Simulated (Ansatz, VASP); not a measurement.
Two plane-wave programs on TaSi2

```xyz
6
Lattice="2.9523 -0.0028 0.0452 -0.0048 5.2165 0.0317 0.0961 0.0389 6.3017" Properties=species:S:1:pos:R:3 pbc="T T T"
Ta    1.5200    0.9652    3.1398
Ta    0.0444    3.5108    3.2229
Si   -0.0680    1.6488    1.2111
Si    1.5588    4.3787    1.2006
Si    0.0754    1.7298    5.1000
Si    1.5707    4.3982    5.1991
```

Change from the starting cell: cell x2, atoms moved at random (sigma 0.05 Å) and cell strained at random (1.5 %), then relaxed without symmetry.

Alike in both runs: task relaxation of cell and atoms; functional PBE; k mesh 8 × 4 × 4; occupations gaussian, width 0.2 eV; no spin polarisation.

|  | VASP | Ansatz |
| --- | --- | --- |
| version | VASP 6.6.1 | Ansatz 0.2.0 |
| potentials or method | VASP PAW PBE potentials, release 64 (Ta_pv, Si), cutoff 600 eV | scalar-relativistic, plane waves, PAW |
| valence electrons in the cell | 38 | 42 |

```tsv
	VASP	Ansatz	Ansatz less VASP
gap on the k mesh at the Fermi level, each at its own relaxed structure (eV)	none	none	-
relaxed volume (Å³/atom)	16.49	16.49	-0.009
relaxed cell length with the largest relative difference (Å)	5.332	5.328	-0.0040
```

A gap of «none» marks a metal or a gap that the smearing closes. VASP's potentials hold 38 valence electrons a cell and Ansatz's 42, so a difference there can come from the potentials and not from the codes.

Spin-orbit coupling is off throughout.
